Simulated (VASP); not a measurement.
# Cd (P-1) in VASP: single point with PBE

Aim: the single point of Cd with PBE.

Program: VASP 6.6.1. These are calculated values, not measurements. Logs are shortened: lines on timing, memory, paths and dates and some standing lists are left out, and cuts for length are marked.

## 1. The cell of the first run

The typed cell holds 2 atoms: a = 2.979 Å, b = 2.979 Å, c = 5.618 Å, α = 90.00°, β = 90.00°, γ = 120.00°.

## 2. Single point, PBE

Contents of INCAR:

```
SYSTEM = Cd
PREC = Accurate
ENCUT = 520
EDIFF = 1E-6
ISMEAR = -4
SIGMA = 0.1
LREAL = .False.
LASPH = .True.
NELM = 60
ALGO = Normal
ISIF = 2
LWAVE = .False.
LCHARG = .False.
GGA = PE
NBANDS = 19
```

Contents of KPOINTS:

```
regular mesh
0
Gamma
  6 6 4
  0 0 0
```

Contents of POSCAR:

```
Cd
1.0
    2.9788725081      0.0000000000      0.0000000000
   -1.4894362540      2.5797792666      0.0000000000
    0.0000000000      0.0000000000      5.6176500000
Cd
2
Direct
    0.3768863977      0.6191016989      0.2387391829
    0.5960754184      0.3763683227      0.8427688700
```

Potentials or basis: VASP PAW PBE potentials, release 64 (Cd).

The run is started by

```bash
$ cat potpaw_PBE.64/Cd/POTCAR > POTCAR
$ mpirun -np 1 vasp_std > vasp.out
```

OUTCAR:

```text
SYSTEM = Cd
   PREC = Accurate
   ENCUT = 520
   EDIFF = 1E-6
   ISMEAR = -4
   LREAL = .False.
   LASPH = .True.
   NELM = 60
   ISIF = 2
   GGA = PE

 ion  position               nearest neighbor table
   1  0.377  0.619  0.239-   2 2.52   2 3.00   2 3.03   2 3.60
   2  0.596  0.376  0.843-   1 2.52   1 3.00   1 3.03   1 3.60

  LATTYP: Found a hexagonal cell.
 ALAT       =     2.9788725081
 C/A-ratio  =     1.8858309594

  Lattice vectors:

 A1 = (   2.9788725081,   0.0000000000,   0.0000000000)
 A2 = (  -1.4894362540,   2.5797792666,   0.0000000000)
 A3 = (   0.0000000000,   0.0000000000,   5.6176500000)

Analysis of symmetry for initial positions (statically):
=====================================================================
 Subroutine PRICEL returns:
 Original cell was already a primitive cell.

 Routine SETGRP: Setting up the symmetry group for a
 hexagonal supercell.

 Subroutine GETGRP returns: Found  2 space group operations
 (whereof  1 operations were pure point group operations)
 out of a pool of 24 trial point group operations.

The static configuration has the point symmetry C_1 .
 The point group associated with its full space group is S_2 .

Analysis of symmetry for dynamics (positions and initial velocities):
=====================================================================
 Subroutine PRICEL returns:
 Original cell was already a primitive cell.

 Routine SETGRP: Setting up the symmetry group for a
 hexagonal supercell.

 Subroutine GETGRP returns: Found  2 space group operations
 (whereof  1 operations were pure point group operations)
 out of a pool of 24 trial point group operations.

The dynamic configuration has the point symmetry C_1 .
 The point group associated with its full space group is S_2 .

 Subroutine INISYM returns: Found  2 space group operations
 (whereof  1 operations are pure point group operations),
 and found     1 'primitive' translations

----------------------------------------------------------------------------------------

                                     Primitive cell

  volume of cell :      43.1707

  direct lattice vectors                    reciprocal lattice vectors
     2.978872508  0.000000000  0.000000000     0.335697482  0.193815032  0.000000000
    -1.489436254  2.579779267  0.000000000     0.000000000  0.387630063  0.000000000
     0.000000000  0.000000000  5.617650000     0.000000000  0.000000000  0.178010378

  length of vectors
     2.978872508  2.978872508  5.617650000     0.387630063  0.387630063  0.178010378

  position of ions in fractional coordinates (direct lattice)
     0.376886398  0.619101699  0.238739183
     0.596075418  0.376368323  0.842768870

  ion indices of the primitive-cell ions
   primitive index   ion index
                 1           1
                 2           2

----------------------------------------------------------------------------------------

 KPOINTS: regular mesh

Automatic generation of k-mesh.
 Grid dimensions read from file:
 generate k-points for:    6    6    4

 Generating k-lattice:

  Cartesian coordinates                     Fractional coordinates (reciprocal lattice)
     0.055949580  0.032302505  0.000000000     0.166666667  0.000000000  0.000000000
     0.000000000  0.064605011  0.000000000     0.000000000  0.166666667  0.000000000
     0.000000000  0.000000000  0.044502595     0.000000000  0.000000000  0.250000000

  Length of vectors
     0.064605011  0.064605011  0.044502595

  Shift w.r.t. Gamma in fractional coordinates (k-lattice)
     0.000000000  0.000000000  0.000000000

 TETIRR: Found    432 inequivalent tetrahedra from      864

 Subroutine IBZKPT returns following result:
 ===========================================

 Found     76 irreducible k-points:

 Following reciprocal coordinates:
            Coordinates               Weight
  0.000000  0.000000  0.000000      1.000000
  0.166667  0.000000  0.000000      2.000000
  0.000000  0.166667  0.000000      2.000000
 -0.166667  0.166667  0.000000      2.000000
  0.333333  0.000000  0.000000      2.000000
  0.000000  0.333333  0.000000      2.000000
[... 16 lines left out ...]
  0.000000  0.166667  0.250000      2.000000
 -0.166667  0.166667  0.250000      2.000000
 [... further k-points ...]
   k-points           NKPTS =     76   k-points in BZ     NKDIM =     76   number of bands    NBANDS=     19
   number of dos      NEDOS =    301   number of ions     NIONS =      2
   total plane-waves  NPLWV =  24192
   dimension x,y,z NGX =    24 NGY =   24 NGZ =   42
   dimension x,y,z NGXF=    48 NGYF=   48 NGZF=   84
   ions per type =               2
   NGX,Y,Z   is equivalent  to a cutoff of  13.39, 13.39, 12.43 a.u.
   NGXF,Y,Z  is equivalent  to a cutoff of  26.79, 26.79, 24.86 a.u.
 SYSTEM =  Cd
   PREC   = accura    normal or accurate (medium, high low for compatibility)
   ISTART =      0    job   : 0-new  1-cont  2-samecut
   ICHARG =      2    charge: 1-file 2-atom 10-const
   ISPIN  =      1    spin polarized calculation?
   LNONCOLLINEAR =      F non collinear calculations
   LSORBIT =      F    spin-orbit coupling
   LASPH  =      T    aspherical Exc in radial PAW
   ENCUT  =  520.0 eV  38.22 Ry    6.18 a.u.   5.54  5.54 10.45*2*pi/ulx,y,z
   NELM   =     60;   NELMIN=  2; NELMDL= -5     # of ELM steps
   EDIFF  = 0.1E-05   stopping-criterion for ELM
   LREAL  =      F    real-space projection
   EDIFFG = 0.1E-04   stopping-criterion for IOM
   NSW    =      0    number of steps for IOM
   IBRION =     -1    ionic relax: 0-MD 1-quasi-New 2-CG
   NFREE  =      0    steps in history (QN), initial steepest desc. (CG)
   ISIF   =      2    stress and relaxation
   ISYM   =      2    0-nonsym 1-usesym 2-fastsym
   POTIM  = 0.5000    time-step for ionic-motion
   TEBEG  =    0.0;   TEEND  =   0.0 temperature during run
   PSTRESS=    0.0 pullay stress
   NELECT =      24.0000    total number of electrons
   NUPDOWN=      -1.0000    fix difference up-down
   EMIN   =  10.00;   EMAX   =-10.00  energy-range for DOS
   EFERMI =   0.00;   METHOD = LEGACY
   ISMEAR =    -4;   SIGMA  =   0.10  broadening in eV -4-tet -1-fermi 0-gaus
   EFERMI_NEDOS =   21; number of points for ismear=-14 and -15
   IALGO  =     38    algorithm
   IMIX   =      4    mixing-type and parameters
     AMIX     =   0.40;   BMIX     =  1.00
     AMIX_MAG =   1.60;   BMIX_MAG =  1.00
  volume/ion in A,a.u.               =      21.59       145.67
  Fermi-wavevector in a.u.,A,eV,Ry     =   1.346115  2.543789 24.654109  1.812026
  Thomas-Fermi vector in A             =   2.473973
   LORBIT       =      0    0 simple, 1 ext, 2 COOP (PROOUT), +10 PAW based schemes
   GGA     = PE    functional components
   LHFCALC =     F    Hartree Fock is set to
   AEXX    =    0.0000 exact exchange contribution
   IVDW    =     0    specifies the selected vdW correction
   LEPSILON=     F    determine dielectric tensor
   LRPA    =     F    only Hartree local field effects (RPA)
 non-spin polarized calculation
 Fermi weights with tetrahedron method witout Bloechl corrections
  energy-cutoff  :      520.00
  volume of cell :       43.17
 maximum number of plane-waves:      1185
 NGX is ok and might be reduce to    24
   NGX = 11   NGY = 11   NGZ = 21

 number of electron      24.0000001 magnetization

 Free energy of the ion-electron system (eV)
  ---------------------------------------------------
  ext. energy  EPLUGINS =         0.00000000
  ---------------------------------------------------
  free energy    TOTEN  =        -0.53356927 eV

  energy without entropy =       -0.53356927  energy(sigma->0) =       -0.53356927

 E-fermi :   3.0377     XC(G=0): -10.9204

 val. band max:        3.5772969167   @ k =   0.3333   0.3333   0.5000
 cond. band min:       2.9416117071   @ k =   0.1667   0.1667   0.0000
 fundamental gap:     -0.6356852096
 Fermi energy:         3.0377249959

 k-point     1 :       0.0000    0.0000    0.0000
  band No.  band energies     occupation
      1      -7.2918      2.00000
      2      -7.0887      2.00000
      3      -6.5727      2.00000
      4      -6.5613      2.00000
      5      -6.5322      2.00000
      6      -6.4792      2.00000
[... 11 lines left out ...]
     18      18.2601      0.00000
     19      18.3129      0.00000

 k-point     2 :       0.1667    0.0000    0.0000
  band No.  band energies     occupation
      1      -7.1610      2.00000
      2      -7.0221      2.00000
      3      -6.6900      2.00000
      4      -6.6741      2.00000
      5      -6.2817      2.00000
      6      -6.2220      2.00000
[... 11 lines left out ...]
     18      16.7207      0.00000
     19      17.3637      0.00000

 k-point     3 :       0.0000    0.1667    0.0000
  band No.  band energies     occupation
      1      -7.1538      2.00000
      2      -7.0172      2.00000
      3      -6.7000      2.00000
      4      -6.6734      2.00000
      5      -6.2909      2.00000
      6      -6.2140      2.00000
[... 11 lines left out ...]
     18      16.6651      0.00000
     19      17.3843      0.00000

 k-point     4 :      -0.1667    0.1667    0.0000
  band No.  band energies     occupation
      1      -7.2382      2.00000
      2      -6.9073      2.00000
      3      -6.6710      2.00000
      4      -6.4759      2.00000
      5      -6.4164      2.00000
      6      -6.3060      2.00000
[... 11 lines left out ...]
     18      16.6496      0.00000
     19      17.3685      0.00000

 k-point     5 :       0.3333    0.0000    0.0000
  band No.  band energies     occupation
      1      -7.2716      2.00000
      2      -7.0962      2.00000
      3      -7.0621      2.00000
      4      -6.9230      2.00000
      5      -6.0495      2.00000
      6      -5.9960      2.00000
[... 11 lines left out ...]
     18      14.4544      0.00000
     19      17.7718      0.00000
[... 334 lines left out ...]
      2      -7.0862      2.00000
      3      -6.5808      2.00000
      4      -6.5385      2.00000
      5      -6.4803      2.00000
      6      -6.4570      2.00000
[... 11 lines left out ...]
     18      18.3215      0.00000
     19      18.6308      0.00000

 k-point    22 :       0.1667    0.0000    0.2500
  band No.  band energies     occupation
      1      -7.1661      2.00000
      2      -7.0183      2.00000
      3      -6.7007      2.00000
      4      -6.6723      2.00000
      5      -6.2895      2.00000
      6      -6.2172      2.00000
[... 11 lines left out ...]
     18      16.1236      0.00000
     19      18.4550      0.00000

 k-point    23 :       0.0000    0.1667    0.2500
  band No.  band energies     occupation
      1      -7.1503      2.00000
      2      -6.9873      2.00000
      3      -6.7229      2.00000
      4      -6.6726      2.00000
      5      -6.2639      2.00000
      6      -6.2154      2.00000
[... 11 lines left out ...]
     18      16.0775      0.00000
     19      18.5035      0.00000

 k-point    24 :      -0.1667    0.1667    0.2500
  band No.  band energies     occupation
      1      -7.2268      2.00000
      2      -6.9080      2.00000
      3      -6.6665      2.00000
      4      -6.4569      2.00000
      5      -6.4211      2.00000
      6      -6.3119      2.00000
[... 11 lines left out ...]
     18      16.6426      0.00000
     19      18.3904      0.00000

 [... further k-points ...]
[... 5 lines left out ...]
  --------------------------------------------------------------------------------------
  -------------------------------------------------------------------------------------
  Total        3.0326720      2.7737152      5.4273160     -0.2707140      1.0081130     -1.6846004
  in kB      112.5503601    102.9397973    201.4218361    -10.0469011     37.4137009    -62.5199093
  external PRESSURE =     138.9706645 kB  Pullay stress =       0.0000000 kB

 VOLUME and BASIS-vectors are now :
 -----------------------------------------------------------------------------
  energy-cutoff  :      520.00
  volume of cell :       43.17
      direct lattice vectors                 reciprocal lattice vectors
     2.978872508  0.000000000  0.000000000     0.335697482  0.193815032  0.000000000
    -1.489436254  2.579779267  0.000000000     0.000000000  0.387630063  0.000000000
     0.000000000  0.000000000  5.617650000     0.000000000  0.000000000  0.178010378

 POSITION                                       TOTAL-FORCE (eV/Angst)
 -----------------------------------------------------------------------------------
      0.20058      1.59715      1.34115        -0.774351      0.463367      2.750440
      1.21506      0.97095      4.73438         0.774351     -0.463367     -2.750440
 -----------------------------------------------------------------------------------
    total drift:                               -0.000006      0.000000     -0.000042

  FREE ENERGIE OF THE ION-ELECTRON SYSTEM (eV)
  ---------------------------------------------------
  free  energy   TOTEN  =        -0.5335692652 eV

  energy  without entropy=       -0.5335692652  energy(sigma->0) =       -0.53356927
```

It took 25 s on 1 thread of Intel Xeon Platinum 8375C at 2.90GHz (Ice Lake), shared host; peak memory 0.19 GiB.

What came out:

```
Free energy            : -0.5336 eV
Pressure               : 13.9 GPa
Largest force          : 2.895 eV/Å
Band gap on the k mesh : zero (band 12 reaches 3.58 eV, above the bottom of band 13 at 0.35 eV)
```

Forces on the atoms (eV/Å):
```
Cd  -0.774  0.463  2.750
Cd   0.774 -0.463 -2.750
```

Caveat: the k points lie up to 0.41 Å⁻¹ apart; forces of over 1 eV/Å act on the atoms, so gaps and moduli don't describe the material at rest.
